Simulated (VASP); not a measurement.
Here is a VASP 6.6.1 calculation.

The input INCAR:

```
SYSTEM = Na
PREC     = Accurate       ! precision mode
ENCUT    = 600            ! plane-wave cutoff, eV
EDIFF    = 1E-6           ! SCF threshold, eV
ISMEAR   = 0              ! smearing method
SIGMA    = 0.1            ! smearing width, eV
LREAL    = .FALSE.        ! projectors in reciprocal space
LASPH    = .TRUE.         ! aspherical terms in the spheres
NELM     = 100            ! most SCF steps
ALGO     = Normal         ! electronic algorithm
ISIF     = 3              ! what is computed and relaxed
LWAVE    = .FALSE.        ! write WAVECAR
LCHARG   = .FALSE.        ! write CHGCAR
GGA      = PE             ! functional
IBRION   = 2              ! ionic algorithm
NSW      = 100            ! ionic steps
EDIFFG   = -0.005         ! ionic threshold
```

Contents of KPOINTS:

```
Automatic mesh
0
G
  15 15 4
  0 0 0
```

Contents of POSCAR:

```
Na
1.0
    3.7003831212      0.0000000000      0.0000000000
   -1.8501915606      3.2046257867      0.0000000000
    0.0000000000      0.0000000000     12.5373215400
Na
4
Direct
    0.0000000000      0.0000000000      0.0000000000
    0.3333333300      0.6666666700      0.2500000000
    0.0000000000      0.0000000000      0.5000000000
    0.6666666700      0.3333333300      0.7500000000
```

Potentials or basis: VASP PAW PBE potentials, release 64 (Na_pv).

Run with:

```console
$ cat potpaw_PBE.64/Na_pv/POTCAR > POTCAR
$ mpirun -np 1 vasp_std > vasp.out
```

(1) Predict the relaxed cell.

(2) Predict the band gap on the k mesh.

(3) What does it give for the space group after relaxing (to 0.05 Å)?

Results:

(1) a = 3.742 Å, b = 3.742 Å, c = 12.200 Å, α = 90.00°, β = 90.00°, γ = 120.00°.

(2) zero (band 14 reaches 1.84 eV, above the bottom of band 15 at -1.91 eV).

(3) P6_3/mmc (No. 194).
